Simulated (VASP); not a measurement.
## Cu: single point with PBE

Cu:

```xyz
1
Lattice="0.0000 1.8075 1.8075 1.8075 0.0000 1.8075 1.8075 1.8075 0.0000" Properties=species:S:1:pos:R:3 pbc="T T T"
Cu    0.0000    0.0000    0.0000
```

```
Program             : VASP 6.6.1
Task                : single point
Functional          : PBE
Potentials or basis : VASP PAW PBE potentials, release 64 (Cu)
Cutoff              : 600 eV
k mesh              : 11 × 11 × 11
Occupations         : gaussian, width 0.2 eV
Spin                : no spin polarisation
```

```yaml
Pressure: 2.1 GPa
Band_gap_on_the_k_mesh: zero (an odd number of electrons rules out a gap without spin polarisation)
```

Levels at points of the mesh, in eV from the Fermi level:
| k point | band 2 | band 3 | band 4 | band 5 | band 6 | band 7 | band 8 | band 9 | band 10 | band 11 |
| --- | --- | --- | --- | --- | --- | --- | --- | --- | --- | --- |
| (0.00, 0.00, 0.00) | -3.13 | -3.13 | -3.13 | -2.31 | -2.31 | 22.49 | 25.14 | 25.14 | 25.14 | 27.63 |

Wall time 6.7 s on 1 thread of Intel(R) Xeon(R) Platinum 8488C (Sapphire Rapids), on a shared host, peak memory 0.12 GiB.
